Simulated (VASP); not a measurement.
Here is a VASP 6.6.1 calculation.

Contents of INCAR:

```
PREC = Accurate
ENCUT = 520
EDIFF = 1E-7
ISMEAR = -1
SIGMA = 0.1
LREAL = F
LASPH = T
NELM = 60
ALGO = Normal
ISIF = 2
LWAVE = F
LCHARG = F
NBANDS = 30
```

File KPOINTS:

```
Automatic mesh
0
Gamma
  13 13 4
```

POSCAR

```
La
1.0
    3.5996229545      0.0000000000      0.0000000000
   -1.7998114772      3.1173649227      0.0000000000
    0.0000000000      0.0000000000     11.5524370370
La
4
Direct
    0.0000000000      0.0000000000      1.0000000000
    0.0000000000      0.0000000000      0.5000000000
    0.3333333333      0.6666666667      0.7500000000
    0.6666666667      0.3333333333      0.2500000000
```

Potentials or basis: VASP PAW LDA potentials, release 64 (La).

Run with:

```bash
$ cat potpaw_LDA.64/La/POTCAR > POTCAR
$ mpirun -np 1 vasp_std > vasp.out
```

**Question.** Predict the band gap on the k mesh.

**Answer.** Zero (bands 22 and 23 overlap by 1.19 eV).

**Question.** What does it give for the pressure?

**Answer.** -0.2 GPa.

Stress tensor (GPa, compression positive):
```
-0.24  0.00  0.00
 0.00 -0.24  0.00
 0.00  0.00 -0.05
```

Caveat: spin-orbit coupling is left out, which moves the levels of the heavy elements.
